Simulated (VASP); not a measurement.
A run of VASP 6.6.1:

Contents of INCAR:

```
ALGO = Normal
EDIFF = 1E-6
ENCUT = 520
GGA = PE
ISIF = 2
ISMEAR = 0
ISPIN = 2
LASPH = T
LCHARG = T
LDAU = T
LDAUJ = 0 0 0
LDAUL = -1 2 -1
LDAUPRINT = 1
LDAUTYPE = 2
LDAUU = 0 8 0
LELF = T
LMAXMIX = 4
LORBIT = 11
LREAL = F
LVHAR = T
LWAVE = F
MAGMOM = 0 0 0.26 0.05 0.05 0 0
NBANDS = 44
NELM = 150
PREC = Accurate
SIGMA = 0.05
```

File KPOINTS:

```
k-points
0
Gamma
  7 7 7
```

Contents of POSCAR:

```
In2CuO4
1.0
   -1.9784999400      1.9784999400      6.0399998300
    1.9784999400     -1.9784999400      6.0399998300
    1.9784999400      1.9784999400     -6.0399998300
In Cu O
2 1 4
Direct
    0.3529000000      0.3529000000      0.0000000000
    0.6471000000      0.6471000000      0.0000000000
    0.0000000000      0.0000000000      0.0000000000
    0.5000000000      0.0000000000      0.5000000000
    0.0000000000      0.5000000000      0.5000000000
    0.7500000000      0.2500000000      0.5000000000
    0.2500000000      0.7500000000      0.5000000000
```

Potentials or basis: VASP PAW PBE potentials, release 64 (In_d, Cu, O).

Run with:

```sh
$ cat potpaw_PBE.64/In_d/POTCAR potpaw_PBE.64/Cu/POTCAR potpaw_PBE.64/O/POTCAR > POTCAR
$ mpirun -np 1 vasp_std > vasp.out
```

Hardware: 1 thread of Intel(R) Xeon(R) 6975P-C (Granite Rapids), with other jobs on the host.

Q: How long does it take, and how much memory?

A: Run time: 11 min on 1 thread of Intel(R) Xeon(R) 6975P-C (Granite Rapids), with other jobs on the host, peak memory 0.6 GiB. Counts: scf iterations 22, k points 40.
